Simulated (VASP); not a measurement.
# Mn: single point with LDA

Crystal: Mn.

```
Mn
1.0
     0.00000    2.14398    2.14398
     2.14398    0.00000    2.14398
     2.14398    2.14398    0.00000
Mn
2
Cartesian
  -0.5360 -0.5360 -0.5360
  0.5360 0.5360 0.5360
```

This isn't the form of Mn at room conditions, which is a 58-atom cubic cell.

- Program: VASP 6.6.1
- Task: single point
- Functional: LDA
- Potentials or basis: VASP PAW LDA potentials, release 64 (Mn_pv)
- Cutoff: 520 eV
- k mesh: 14 × 14 × 14
- Occupations: fermi-dirac, width 0.08 eV
- Spin: collinear spin, ferromagnetic start
- Starting moments: [3.0, 3.0] μB

```yaml
Pressure: 146.8 GPa
Band_gap_on_the_k_mesh: zero (filled and empty bands overlap)
Net_moment: 0.00 μB per cell
```

Levels at points of the mesh, in eV from the Fermi level:
Spin up:
| k point | band 9 | band 10 | band 11 | band 12 | band 13 | band 14 | band 15 | band 16 | band 17 | band 18 |
| --- | --- | --- | --- | --- | --- | --- | --- | --- | --- | --- |
| (0.00, 0.00, 0.00) | -4.28 | -2.82 | -2.82 | -2.82 | 0.47 | 0.47 | 0.47 | 3.67 | 3.67 | 17.77 |
| (0.50, 0.00, 0.00) | -4.04 | -3.15 | -3.15 | -3.14 | -0.11 | 1.65 | 1.65 | 3.11 | 3.11 | 5.54 |
| (0.50, 0.50, 0.00) | -3.04 | -3.04 | -0.50 | -0.50 | 0.10 | 0.10 | 3.43 | 3.43 | 5.31 | 5.31 |
Spin down:
```csv
k point,band 9,band 10,band 11,band 12,band 13,band 14,band 15,band 16,band 17,band 18
"(0.00, 0.00, 0.00)",-4.27,-2.82,-2.82,-2.82,0.47,0.47,0.47,3.67,3.67,17.77
"(0.50, 0.00, 0.00)",-4.04,-3.15,-3.15,-3.14,-0.11,1.65,1.65,3.11,3.11,5.54
"(0.50, 0.50, 0.00)",-3.04,-3.04,-0.50,-0.50,0.10,0.10,3.43,3.43,5.31,5.31
```

It took 69 s on 1 thread of Intel(R) Xeon(R) Platinum 8259CL CPU @ 2.50GHz (Skylake/Cascade Lake), on a shared host, peak memory 0.18 GiB.

Caveat: atoms lie so close that the PAW spheres overlap strongly, which falsifies energies and pressures; the cell stands under pressure; the moments typed at the start vanished in this run.
